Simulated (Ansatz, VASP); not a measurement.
One calculation of Cu, two programs

File INCAR:

```
SYSTEM = Cu
PREC = Accurate
ENCUT = 520
EDIFF = 1E-7
ISMEAR = -1
SIGMA = 0.1
LREAL = .FALSE.
LASPH = .TRUE.
NELM = 60
ALGO = Normal
ISIF = 2
LWAVE = .FALSE.
LCHARG = .FALSE.
GGA = PE
NBANDS = 12
```

File KPOINTS:

```
regular mesh
0
G
  21 21 21
  0 0 0
```

File POSCAR:

```
Cu
1.0
    0.0000000000      1.8145751207      1.8145751207
    1.8145751207      0.0000000000      1.8145751207
    1.8145751207      1.8145751207      0.0000000000
Cu
1
Direct
    0.0000000000      0.0000000000      0.0000000000
```

Input for Ansatz:

```yaml
crystal:
  lattice:
    - [0.0, 1.8145751207, 1.8145751207]
    - [1.8145751207, 0.0, 1.8145751207]
    - [1.8145751207, 1.8145751207, 0.0]
  atoms:
    - { symbol: Cu, position: [0.0, 0.0, 0.0] }
hamiltonian:
  xc: pbe
  pseudopotentials:
    kind: paw
    azcp:
      Cu: "pseudopotentials/Cu.paw.azcp"
basis:
  ecutwfc: 420
  fft_grid_basis: typed
kpoints:
  mp_grid: { grid: [21, 21, 21], shift: [0, 0, 0] }
magnetization:
  spin_polarized: false
scf:
  occupations: { method: fermi_dirac, width: 0.1 }
  lower_state_search: "off"
output:
  stress: true
  write_density: true
  write_potential: true
  elf: true
  volumetric_format: npy
```

Alike in both runs: task single point; functional PBE; k mesh 21 × 21 × 21; occupations fermi-dirac, width 0.1 eV; no spin polarisation.

|  | VASP | Ansatz |
| --- | --- | --- |
| version | VASP 6.6.1 | Ansatz 0.2.0 |
| potentials or method | VASP PAW PBE potentials, release 64 (Cu), cutoff 520 eV | plane waves (420 eV) with PAW, scalar-relativistic |
| valence electrons in the cell | 11 | 19 |

Ansatz gave:

```
pressure (GPa) : 0.1
```

Q: Which values does VASP return?

A: Pressure (GPa): 0.6.

With one functional, cell and mesh, what is left measures potentials, basis and numerics. VASP's potentials hold 11 valence electrons a cell and Ansatz's 19, so a difference there can come from the potentials and not from the codes.
